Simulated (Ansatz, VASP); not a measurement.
# Two plane-wave programs on Si3As2

```
Si As
1.0
    -2.48570    2.48570    3.72751
     2.48570   -2.48570    3.72751
     2.48570    2.48570   -3.72751
Si As
3 2
Direct
  0.33913 0.33913 0.00000
  0.66087 0.66087 0.00000
  0.00000 0.00000 0.00000
  0.50000 0.00000 0.50000
  0.00000 0.50000 0.50000
```

Alike in both runs: functional PBE; k mesh 5 × 5 × 5; occupations gaussian, width 0.2 eV; no spin polarisation.

Ansatz relaxed the structure, and its values are those at the end. VASP's run is a single point on that final structure, the one shown.

```csv
,VASP,Ansatz
version,VASP 6.6.1,Ansatz 0.2.0
potentials or method,"VASP PAW PBE potentials, release 64 (Si, As), cutoff 500 eV","scalar-relativistic, plane waves, PAW"
valence electrons in the cell,22,42
```

Ansatz gave:

| Property | Result |
| --- | --- |
| gap on the k mesh at the Fermi level (eV) | none |
| pressure (GPa) | 0.0 |
| rms of the force components (eV/Å) | 0.006 |

Question: Which values does VASP return?

Answer: gap on the k mesh at the Fermi level (eV): none; pressure (GPa): 0.1; rms of the force components (eV/Å): 0.004.

A gap of «none» marks a metal or a gap that the smearing closes. VASP's potentials hold 22 valence electrons a cell and Ansatz's 42, so a difference there can come from the potentials and not from the codes.
